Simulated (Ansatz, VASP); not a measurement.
## One calculation of Zr6GeRu, two programs

```
Zr Ge Ru
1.0
     6.11234    0.00000    0.00000
    -3.05617    5.29344    0.00000
     0.00000    0.00000    5.06730
Zr Ge Ru
6 1 1
Direct
  0.98959 0.49479 0.50000
  0.50521 0.49479 0.50000
  0.50521 0.01041 0.50000
  0.67964 0.83982 0.00000
  0.16018 0.83982 0.00000
  0.16018 0.32036 0.00000
  0.66667 0.33333 0.00000
  0.00000 0.00000 0.50000
```

Change from the starting cell: species swapped into the GdHoAl6 type (P-6m2, No. 187).

Alike in both runs: functional PBE; k mesh 3 × 3 × 4; occupations gaussian, width 0.2 eV; no spin polarisation.

Ansatz relaxed the structure, and its values are those at the end. VASP's run is a single point on that final structure, the one shown.

```csv
,VASP,Ansatz
version,VASP 6.6.1,Ansatz 0.2.0
potentials or method,"VASP PAW PBE potentials, release 64 (Zr_sv, Ge_d, Ru_pv), cutoff 520 eV","scalar-relativistic, plane waves, PAW"
valence electrons in the cell,100,102
```

VASP gave:

```
gap on the k mesh at the Fermi level (eV) : none
pressure (GPa)                            : -0.4
rms of the force components (eV/Å)        : 0.028
```

Task: What did Ansatz give for the same quantities?

Result: gap on the k mesh at the Fermi level (eV): none; pressure (GPa): -0.4; rms of the force components (eV/Å): 0.025.

A gap of «none» marks a metal or a gap that the smearing closes. The functional is the same, so the differences come from potentials, cutoffs and numerics. VASP's potentials hold 100 valence electrons a cell and Ansatz's 102, so a difference there can come from the potentials and not from the codes.

The k mesh is coarse, so the values compare programs but aren't converged.
